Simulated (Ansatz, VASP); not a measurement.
# One calculation of BiRu, two programs

```
CELL_PARAMETERS angstrom
3.40290 0.00000 0.00000
0.00000 3.40290 0.00000
0.00000 0.00000 3.40290
ATOMIC_POSITIONS crystal
Bi 0.00000 0.00000 0.00000
Ru 0.50000 0.50000 0.50000
```

Change from the starting cell: species swapped into the YbTl type (Pm-3m, No. 221).

Alike in both runs: functional PBE; k mesh 6 × 6 × 6; occupations gaussian, width 0.1 eV; no spin polarisation.

Ansatz relaxed the structure, and its values are those at the end. VASP's run is a single point on that final structure, the one shown.

|  | VASP | Ansatz |
| --- | --- | --- |
| version | VASP 6.6.1 | Ansatz 0.2.0 |
| potentials or method | VASP PAW PBE potentials, release 64 (Bi_d, Ru_pv), cutoff 520 eV | scalar-relativistic, plane waves, PAW |
| valence electrons in the cell | 29 | 31 |

```csv
,VASP,Ansatz,Ansatz less VASP
gap on the k mesh at the Fermi level (eV),none,none,-
pressure (GPa),0.0,0.0,-0.01
```

A gap of «none» marks a metal or a gap that the smearing closes. VASP's potentials hold 29 valence electrons a cell and Ansatz's 31, so a difference there can come from the potentials and not from the codes.

Neither program's run includes spin-orbit coupling.
